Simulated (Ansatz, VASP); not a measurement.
Ge in VASP and in Ansatz

INCAR

```
PREC     = Accurate       # precision mode
ENCUT    = 600            # plane-wave cutoff, eV
EDIFF    = 1E-7           # SCF threshold, eV
ISMEAR   = -1             # smearing method
SIGMA    = 0.05           # smearing width, eV
LREAL    = False          # projectors in reciprocal space
LASPH    = True           # aspherical terms in the spheres
NELM     = 60             # most SCF steps
ALGO     = Normal         # electronic algorithm
ISIF     = 3              # what is computed and relaxed
LWAVE    = False          # write WAVECAR
LCHARG   = False          # write CHGCAR
GGA      = RE             # functional
IVDW     = 12             # dispersion correction
IBRION   = 2              # ionic algorithm
NSW      = 80             # ionic steps
EDIFFG   = -0.02          # ionic threshold
```

Contents of KPOINTS:

```
Automatic mesh
0
Gamma
  11 11 11
```

File POSCAR:

```
Ge
1.0
   -2.5744897190      2.5744897190      1.3974126432
    2.5744897190     -2.5744897190      1.3974126432
    2.5744897190      2.5744897190     -1.3974126432
Ge
2
Direct
    0.5000000000      0.5000000000      0.0000000000
    0.2500000000      0.7500000000      0.5000000000
```

File input.yaml:

```yaml
crystal:
  lattice:
    - [-2.574489719, 2.574489719, 1.3974126432]
    - [2.574489719, -2.574489719, 1.3974126432]
    - [2.574489719, 2.574489719, -1.3974126432]
  atoms:
    - { symbol: Ge, position: [0.5, 0.5, 0.0] }
    - { symbol: Ge, position: [0.25, 0.75, 0.5] }
kpoints:
  mp_grid: { grid: [11, 11, 11] }
scf:
  occupations: { method: fermi_dirac, width: 0.05 }
hamiltonian:
  xc: revpbe
  dispersion: d3bj
  pseudopotentials: { kind: all_electron, lapw: { basis_error: 0.001 } }
output:
  forces: true
  stress: true
relax:
  f_tol: 0.02
  max_steps: 60
  cell: {}
```

Alike in both runs: task relaxation of cell and atoms; functional revPBE; dispersion D3(BJ); k mesh 11 × 11 × 11; occupations fermi-dirac, width 0.05 eV; no spin polarisation.

|  | VASP | Ansatz |
| --- | --- | --- |
| version | VASP 6.6.1 | Ansatz 0.2.0 |
| potentials or method | VASP PAW PBE potentials, release 64 (Ge_d), cutoff 600 eV | all-electron LAPW, scalar-relativistic |

Ansatz gave:

```
relaxed volume (Å³/atom)                                        : 18.19
relaxed length of the cell vector where the two differ most in proportion (Å) : 3.878
```

Q: Which values does VASP return?

A: Relaxed volume (Å³/atom): 18.19; relaxed length of the cell vector where the two differ most in proportion (Å): 3.877.

VASP's potentials were made for PBE, not for revPBE. Ansatz ran all-electron here, and VASP with PAW potentials.
